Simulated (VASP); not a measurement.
# SbC (Pnma) in VASP: single point with PBE

Aim: the single point of SbC with PBE.

Program: VASP 6.6.1. These are calculated values, not measurements. Logs are shortened: lines on timing, memory, paths and dates and some standing lists are left out, and cuts for length are marked.

## Step 1: The cell of the first run

The structure is orthorhombic, space group Pnma (No. 62). Conventional cell: a = 6.741 Å, b = 3.378 Å, c = 5.603 Å, α = 90.00°, β = 90.00°, γ = 90.00°. Sb (site symmetry m) has 5 C at 2.21 to 2.64 Å within 2.9 Å. Within 2.9 Å of C (site symmetry m) lie 5 Sb at 2.21 to 2.64 Å.

## Step 2: Single point, PBE

Input file INCAR:

```
SYSTEM = SbC
PREC = Accurate
ENCUT = 520
EDIFF = 1E-7
ISMEAR = 0
SIGMA = 0.1
LREAL = .False.
LASPH = .True.
NELM = 80
ALGO = Normal
ISIF = 2
LWAVE = .False.
LCHARG = .False.
GGA = PE
NBANDS = 28
```

Input file KPOINTS:

```
Automatic mesh
0
Gamma
  6 12 8
  0 0 0
```

Input file POSCAR:

```
SbC
1.0
    6.7408215484      0.0000000000      0.0000000000
    0.0000000000      3.3778501190      0.0000000000
    0.0000000000      0.0000000000      5.6027259699
Sb C
4 4
Direct
    0.1281717453      0.2500000000      0.2650857001
    0.3718282547      0.7500000000      0.7650857001
    0.6281717453      0.2500000000      0.2349142999
    0.8718282547      0.7500000000      0.7349142999
    0.1656375841      0.2500000000      0.6566275960
    0.3343624159      0.7500000000      0.1566275960
    0.6656375841      0.2500000000      0.8433724040
    0.8343624159      0.7500000000      0.3433724040
```

Potentials or basis: VASP PAW PBE potentials, release 64 (Sb, C).

The run is started by

```bash
$ cat potpaw_PBE.64/Sb/POTCAR potpaw_PBE.64/C/POTCAR > POTCAR
$ mpirun -np 1 vasp_std > vasp.out
```

OUTCAR:

```text
SYSTEM = SbC
   PREC = Accurate
   ENCUT = 520
   EDIFF = 1E-7
   ISMEAR = 0
   LREAL = .False.
   LASPH = .True.
   NELM = 80
   ISIF = 2
   GGA = PE

 ion  position               nearest neighbor table
   1  0.128  0.250  0.265-   5 2.21   6 2.27   6 2.27   8 2.64   8 2.64   3 3.37   3 3.37   4 3.57
                             4 3.57   2 3.66   2 3.66   2 3.66   2 3.66
   2  0.372  0.750  0.765-   6 2.21   5 2.27   5 2.27   7 2.64   7 2.64   4 3.37   4 3.37   3 3.57
                             3 3.57   1 3.66   1 3.66   1 3.66   1 3.66
   3  0.628  0.250  0.235-   7 2.21   8 2.27   8 2.27   6 2.64   6 2.64   1 3.37   1 3.37   2 3.57
                             2 3.57   4 3.66   4 3.66   4 3.66   4 3.66
   4  0.872  0.750  0.735-   8 2.21   7 2.27   7 2.27   5 2.64   5 2.64   2 3.37   2 3.37   1 3.57
                             1 3.57   3 3.66   3 3.66   3 3.66   3 3.66
   5  0.166  0.250  0.657-   1 2.21   2 2.27   2 2.27   4 2.64   4 2.64
   6  0.334  0.750  0.157-   2 2.21   1 2.27   1 2.27   3 2.64   3 2.64
   7  0.666  0.250  0.843-   3 2.21   4 2.27   4 2.27   2 2.64   2 2.64
   8  0.834  0.750  0.343-   4 2.21   3 2.27   3 2.27   1 2.64   1 2.64

  LATTYP: Found a simple orthorhombic cell.
 ALAT       =     3.3778501190
 B/A-ratio  =     1.6586662441
 C/A-ratio  =     1.9955952191

  Lattice vectors:

 A1 = (   0.0000000000,   3.3778501190,   0.0000000000)
 A2 = (   0.0000000000,   0.0000000000,   5.6027259699)
 A3 = (   6.7408215484,   0.0000000000,   0.0000000000)

Analysis of symmetry for initial positions (statically):
=====================================================================
 Subroutine PRICEL returns:
 Original cell was already a primitive cell.

 Routine SETGRP: Setting up the symmetry group for a
 simple orthorhombic supercell.

 Subroutine GETGRP returns: Found  8 space group operations
 (whereof  2 operations were pure point group operations)
 out of a pool of  8 trial point group operations.

The static configuration has the point symmetry S_2 .
 The point group associated with its full space group is D_2h.

Analysis of symmetry for dynamics (positions and initial velocities):
=====================================================================
 Subroutine PRICEL returns:
 Original cell was already a primitive cell.

 Routine SETGRP: Setting up the symmetry group for a
 simple orthorhombic supercell.

 Subroutine GETGRP returns: Found  8 space group operations
 (whereof  2 operations were pure point group operations)
 out of a pool of  8 trial point group operations.

The dynamic configuration has the point symmetry S_2 .
 The point group associated with its full space group is D_2h.

 Subroutine INISYM returns: Found  8 space group operations
 (whereof  2 operations are pure point group operations),
 and found     1 'primitive' translations

----------------------------------------------------------------------------------------

                                     Primitive cell

  volume of cell :     127.5712

  direct lattice vectors                    reciprocal lattice vectors
     6.740821548  0.000000000  0.000000000     0.148349870  0.000000000  0.000000000
     0.000000000  3.377850119  0.000000000     0.000000000  0.296046291  0.000000000
     0.000000000  0.000000000  5.602725970     0.000000000  0.000000000  0.178484546

  length of vectors
     6.740821548  3.377850119  5.602725970     0.148349870  0.296046291  0.178484546

  position of ions in fractional coordinates (direct lattice)
     0.128171745  0.250000000  0.265085700
     0.371828255  0.750000000  0.765085700
     0.628171745  0.250000000  0.234914300
     0.871828255  0.750000000  0.734914300
     0.165637584  0.250000000  0.656627596
     0.334362416  0.750000000  0.156627596
     0.665637584  0.250000000  0.843372404
     0.834362416  0.750000000  0.343372404

  ion indices of the primitive-cell ions
   primitive index   ion index
                 1           1
                 2           2
                 3           3
                 4           4
                 5           5
                 6           6
                 7           7
                 8           8

----------------------------------------------------------------------------------------

 KPOINTS: Automatic mesh

Automatic generation of k-mesh.
 Grid dimensions read from file:
 generate k-points for:    6   12    8

 Generating k-lattice:

  Cartesian coordinates                     Fractional coordinates (reciprocal lattice)
     0.024724978  0.000000000  0.000000000     0.166666667  0.000000000  0.000000000
     0.000000000  0.024670524  0.000000000     0.000000000  0.083333333  0.000000000
     0.000000000  0.000000000  0.022310568     0.000000000  0.000000000  0.125000000

  Length of vectors
     0.024724978  0.024670524  0.022310568

  Shift w.r.t. Gamma in fractional coordinates (k-lattice)
     0.000000000  0.000000000  0.000000000

 Subroutine IBZKPT returns following result:
 ===========================================

 Found    140 irreducible k-points:

 Following reciprocal coordinates:
            Coordinates               Weight
  0.000000  0.000000  0.000000      1.000000
  0.166667  0.000000  0.000000      2.000000
  0.333333  0.000000  0.000000      2.000000
  0.500000  0.000000  0.000000      1.000000
  0.000000  0.083333  0.000000      2.000000
  0.166667  0.083333  0.000000      4.000000
[... 16 lines left out ...]
  0.333333  0.416667  0.000000      4.000000
  0.500000  0.416667  0.000000      2.000000
 [... further k-points ...]
   k-points           NKPTS =    140   k-points in BZ     NKDIM =    140   number of bands    NBANDS=     28
   number of dos      NEDOS =    301   number of ions     NIONS =      8
   total plane-waves  NPLWV =  58800
   dimension x,y,z NGX =    50 NGY =   28 NGZ =   42
   dimension x,y,z NGXF=   100 NGYF=   56 NGZF=   84
   ions per type =               4   4
   NGX,Y,Z   is equivalent  to a cutoff of  12.33, 13.78, 12.46 a.u.
   NGXF,Y,Z  is equivalent  to a cutoff of  24.66, 27.56, 24.92 a.u.
 SYSTEM =  SbC
   PREC   = accura    normal or accurate (medium, high low for compatibility)
   ISTART =      0    job   : 0-new  1-cont  2-samecut
   ICHARG =      2    charge: 1-file 2-atom 10-const
   ISPIN  =      1    spin polarized calculation?
   LNONCOLLINEAR =      F non collinear calculations
   LSORBIT =      F    spin-orbit coupling
   LASPH  =      T    aspherical Exc in radial PAW
   ENCUT  =  520.0 eV  38.22 Ry    6.18 a.u.  12.53  6.28 10.42*2*pi/ulx,y,z
   NELM   =     80;   NELMIN=  2; NELMDL= -5     # of ELM steps
   EDIFF  = 0.1E-06   stopping-criterion for ELM
   LREAL  =      F    real-space projection
   EDIFFG = 0.1E-05   stopping-criterion for IOM
   NSW    =      0    number of steps for IOM
   IBRION =     -1    ionic relax: 0-MD 1-quasi-New 2-CG
   NFREE  =      0    steps in history (QN), initial steepest desc. (CG)
   ISIF   =      2    stress and relaxation
   ISYM   =      2    0-nonsym 1-usesym 2-fastsym
   POTIM  = 0.5000    time-step for ionic-motion
   TEBEG  =    0.0;   TEEND  =   0.0 temperature during run
   PSTRESS=    0.0 pullay stress
   NELECT =      36.0000    total number of electrons
   NUPDOWN=      -1.0000    fix difference up-down
   EMIN   =  10.00;   EMAX   =-10.00  energy-range for DOS
   EFERMI =   0.00;   METHOD = LEGACY
   ISMEAR =     0;   SIGMA  =   0.10  broadening in eV -4-tet -1-fermi 0-gaus
   EFERMI_NEDOS =   21; number of points for ismear=-14 and -15
   IALGO  =     38    algorithm
   IMIX   =      4    mixing-type and parameters
     AMIX     =   0.40;   BMIX     =  1.00
     AMIX_MAG =   1.60;   BMIX_MAG =  1.00
  volume/ion in A,a.u.               =      15.95       107.61
  Fermi-wavevector in a.u.,A,eV,Ry     =   1.073803  2.029194 15.688251  1.153054
  Thomas-Fermi vector in A             =   2.209613
   LORBIT       =      0    0 simple, 1 ext, 2 COOP (PROOUT), +10 PAW based schemes
   GGA     = PE    functional components
   LHFCALC =     F    Hartree Fock is set to
   AEXX    =    0.0000 exact exchange contribution
   IVDW    =     0    specifies the selected vdW correction
   LEPSILON=     F    determine dielectric tensor
   LRPA    =     F    only Hartree local field effects (RPA)
 non-spin polarized calculation
 Gauss-broadening in eV      SIGMA  =   0.10
  energy-cutoff  :      520.00
  volume of cell :      127.57
 maximum number of plane-waves:      3460
   NGX = 25   NGY = 13   NGZ = 21

 number of electron      35.9999999 magnetization

 Free energy of the ion-electron system (eV)
  ---------------------------------------------------
  ext. energy  EPLUGINS =         0.00000000
  ---------------------------------------------------
  free energy    TOTEN  =       -42.09494627 eV

  energy without entropy =      -42.08109423  energy(sigma->0) =      -42.08802025

 E-fermi :   8.9543     XC(G=0): -10.8869

 val. band max:        8.9437104700   @ k =   0.0000   0.1667   0.0000
 cond. band min:       8.9657896604   @ k =   0.0000   0.1667   0.2500
 fundamental gap:      0.0220791904
 Fermi energy:         8.9543086969

 k-point     1 :       0.0000    0.0000    0.0000
  band No.  band energies     occupation
      1      -6.3943      2.00000
      2      -4.2236      2.00000
      3      -3.0230      2.00000
      4      -2.9308      2.00000
      5      -1.2285      2.00000
      6       0.9269      2.00000
[... 20 lines left out ...]
     27      13.9778      0.00000
     28      14.8982      0.00000

 k-point     2 :       0.1667    0.0000    0.0000
  band No.  band energies     occupation
      1      -6.3149      2.00000
      2      -4.5906      2.00000
      3      -2.9542      2.00000
      4      -2.5447      2.00000
      5      -1.3491      2.00000
      6       0.6788      2.00000
[... 674 lines left out ...]
 k-point    24 :       0.5000    0.4167    0.0000
  band No.  band energies     occupation
      1      -3.6721      2.00000
      2      -3.6721      2.00000
      3      -2.0603      2.00000
      4      -2.0603      2.00000
      5      -0.1404      2.00000
      6      -0.1404      2.00000
[... 20 lines left out ...]
     27      14.4375      0.00000
     28      14.4375      0.00000

 [... further k-points ...]

------------------------ aborting loop because EDIFF is reached ----------------------------------------

  FORCE on cell =-STRESS in cart. coord.  units (eV):
  Direction    XX          YY          ZZ          XY          YZ          ZX
  --------------------------------------------------------------------------------------
  -------------------------------------------------------------------------------------
  Total       -0.0378019      0.0003096      0.1985143      0.0000000     -0.0000000      0.0000000
  in kB       -0.4747574      0.0038880      2.4931579      0.0000000     -0.0000000      0.0000000
  external PRESSURE =       0.6740961 kB  Pullay stress =       0.0000000 kB

 VOLUME and BASIS-vectors are now :
 -----------------------------------------------------------------------------
  energy-cutoff  :      520.00
  volume of cell :      127.57
      direct lattice vectors                 reciprocal lattice vectors
     6.740821548  0.000000000  0.000000000     0.148349870  0.000000000  0.000000000
     0.000000000  3.377850119  0.000000000     0.000000000  0.296046291  0.000000000
     0.000000000  0.000000000  5.602725970     0.000000000  0.000000000  0.178484546

 POSITION                                       TOTAL-FORCE (eV/Angst)
 -----------------------------------------------------------------------------------
      0.86398      0.84446      1.48520        -0.041276      0.000000     -0.030568
      2.50643      2.53339      4.28657         0.041276      0.000000     -0.030568
      4.23439      0.84446      1.31616        -0.041276      0.000000      0.030568
      5.87684      2.53339      4.11752         0.041276      0.000000      0.030568
      1.11653      0.84446      3.67890        -0.029274      0.000000      0.036523
      2.25388      2.53339      0.87754         0.029274     -0.000000      0.036523
      4.48694      0.84446      4.72518        -0.029274      0.000000     -0.036523
      5.62429      2.53339      1.92382         0.029274      0.000000     -0.036523
 -----------------------------------------------------------------------------------
    total drift:                                0.000000     -0.000000     -0.000000

  FREE ENERGIE OF THE ION-ELECTRON SYSTEM (eV)
  ---------------------------------------------------
  free  energy   TOTEN  =       -42.0949462673 eV

  energy  without entropy=      -42.0810942278  energy(sigma->0) =      -42.08802025
```

It took 3.4 min on 1 thread of Intel Xeon 6975P-C (Granite Rapids), shared host; peak memory 0.5 GiB.

What came out:

| Property | Result |
| --- | --- |
| Free energy | -42.0949 eV |
| Pressure | 0.1 GPa |
| Largest force | 0.051 eV/Å |
| Band gap on the k mesh | zero (band 18 reaches 9.61 eV, above the bottom of band 19 at 7.31 eV) |

Forces in eV/Å, atoms in the order of the input:
```
Sb  -0.041  0.000 -0.031
Sb   0.041  0.000 -0.031
Sb  -0.041  0.000  0.031
Sb   0.041  0.000  0.031
C   -0.029  0.000  0.037
C    0.029  0.000  0.037
C   -0.029  0.000 -0.037
C    0.029  0.000 -0.037
```

Levels at points of the mesh, in eV from the Fermi level:
```csv
k point,band 16,band 17,band 18,band 19,band 20,band 21
"(0.00, 0.00, 0.00)",-1.03,-0.90,-0.76,1.00,2.08,2.69
"(0.50, 0.00, 0.00)",-1.11,0.19,0.19,0.98,0.98,2.98
"(0.00, 0.50, 0.00)",-3.79,-1.38,-1.38,1.10,1.10,2.34
"(0.50, 0.50, 0.00)",-2.88,-1.42,-1.42,-1.42,-1.42,3.06
"(0.00, 0.00, 0.50)",-1.16,-0.88,-0.88,1.68,1.68,2.21
"(0.50, 0.00, 0.50)",-1.81,-0.21,-0.21,-0.08,-0.08,3.01
"(0.00, 0.50, 0.50)",-1.84,-0.84,-0.84,1.07,1.07,1.27
"(0.50, 0.50, 0.50)",-3.15,-1.21,-1.21,-1.21,-1.21,2.47
```

Caveat: spin-orbit coupling is left out, which moves the levels of the heavy elements.
